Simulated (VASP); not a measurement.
AlGa3N4: dielectric tensor with LDA

The system is AlGa3N4.

```xyz
8
Lattice="4.4717 0.0000 0.0000 0.0000 4.4717 0.0000 0.0000 0.0000 4.4717" Properties=species:S:1:pos:R:3 pbc="T T T"
Al    0.0000    0.0000    0.0000
Ga    2.2358    2.2358    0.0000
Ga    2.2358    0.0000    2.2358
Ga    0.0000    2.2358    2.2358
N     3.3793    3.3793    1.0924
N     3.3793    1.0924    3.3793
N     1.0924    3.3793    3.3793
N     1.0924    1.0924    1.0924
```

| Item | Value |
| --- | --- |
| Program | VASP 6.6.1 |
| Task | dielectric tensor |
| Functional | LDA |
| Potentials or basis | VASP PAW LDA potentials, release 64 (Al, Ga_d, N) |
| Cutoff | 520 eV |
| k mesh | 4 × 4 × 4 |
| Occupations | gaussian, width 0.01 eV |
| Spin | no spin polarisation |
| Dipole correction | no |
| Further INCAR settings | ALGO = Normal; EDIFF = 1e-08 |

| Item | Value |
| --- | --- |
| Band gap on the k mesh | 2.36 eV |
| Electronic dielectric tensor (diagonal) | 5.63 |
| Born charges (mean of the diagonal) | Al +2.54; Ga +2.62; N -2.60 e |

Levels at points of the mesh, in eV from the valence-band top:
```tsv
k point	band 29	band 30	band 31	band 32	band 33	band 34
(0.00, 0.00, 0.00)	0.00	0.00	0.00	2.36	3.37	3.37
(0.50, 0.00, 0.00)	-1.47	-1.19	-1.19	4.85	4.95	6.14
(0.50, 0.50, 0.00)	-0.94	-0.94	-0.61	6.57	6.76	6.76
(0.50, 0.50, 0.50)	-0.68	-0.68	-0.68	4.88	4.88	4.88
```

Electronic dielectric tensor:
```
5.63 0.00 0.00
0.00 5.63 0.00
0.00 0.00 5.63
```

Born effective charge tensors (e):
atom 1, Al
```
2.54 0.00 0.00
0.00 2.54 0.00
0.00 0.00 2.54
```
atom 2, Ga
```
2.59 0.00 0.00
0.00 2.59 0.00
0.00 0.00 2.68
```
atom 3, Ga
```
2.59 0.00 0.00
0.00 2.68 0.00
0.00 0.00 2.59
```
atom 4, Ga
```
2.68 0.00 0.00
0.00 2.59 0.00
0.00 0.00 2.59
```
atom 5, N
```
-2.60  0.06 -0.06
 0.06 -2.60 -0.06
-0.06 -0.06 -2.60
```
atom 6, N
```
-2.60 -0.06  0.06
-0.06 -2.60 -0.06
 0.06 -0.06 -2.60
```
atom 7, N
```
-2.60 -0.06 -0.06
-0.06 -2.60  0.06
-0.06  0.06 -2.60
```
atom 8, N
```
-2.60  0.06  0.06
 0.06 -2.60  0.06
 0.06  0.06 -2.60
```

Run time: 16 min on 1 thread of Intel Xeon 8259CL (shared host), peak memory 0.33 GiB.
